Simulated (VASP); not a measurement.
GaCuSe2, 8 atoms in the cell. It takes space group I-42d (No. 122, tetragonal). The conventional cell has a = 5.619 Å, b = 5.619 Å, c = 11.026 Å, α = 90.00°, β = 90.00°, γ = 90.00°. Within 3.2 Å of Cu (site symmetry -4) lie 4 Se at 2.42 Å. Ga (site symmetry -4) has 4 Se at 2.42 Å within 3.2 Å. Within 3.2 Å of Se (site symmetry 2) lie 2 Ga at 2.42 Å and 2 Cu at 2.42 Å. 

- Program: VASP 6.6.1
- Task: single point
- Functional: PBE
- Potentials or basis: VASP PAW PBE potentials, release 64 (Cu, Ga_d, Se)
- Cutoff: 520 eV
- k mesh: 4 × 4 × 5
- Occupations: fermi-dirac, width 0.1 eV
- Spin: collinear spin
- Starting moments: [1.0, 1.0, 0.0, 0.0, 0.0, 0.0, 0.0, 0.0] μB
- Hubbard terms: Cu d U = 4.0 eV
- Dipole correction: no
- Further INCAR settings: ALGO = Normal; EDIFF = 1e-06; NBANDS = 50; ISYM = 0

Potentials or basis: VASP PAW PBE potentials, release 64 (Cu, Ga_d, Se).

Command:

```console
$ cat potpaw_PBE.64/Cu/POTCAR potpaw_PBE.64/Ga_d/POTCAR potpaw_PBE.64/Se/POTCAR > POTCAR
$ mpirun -np 4 vasp_std > vasp.out
```

Hardware: 4 MPI ranks on AMD EPYC 7R13 Processor (Zen 3) (shared host).

Task: Estimate the wall time of this run.

Result: Run time: 4.5 min on 4 MPI ranks on AMD EPYC 7R13 Processor (Zen 3), with other jobs on the host, peak memory 0.84 GiB a rank. Counts: scf iterations 15, k points 42.
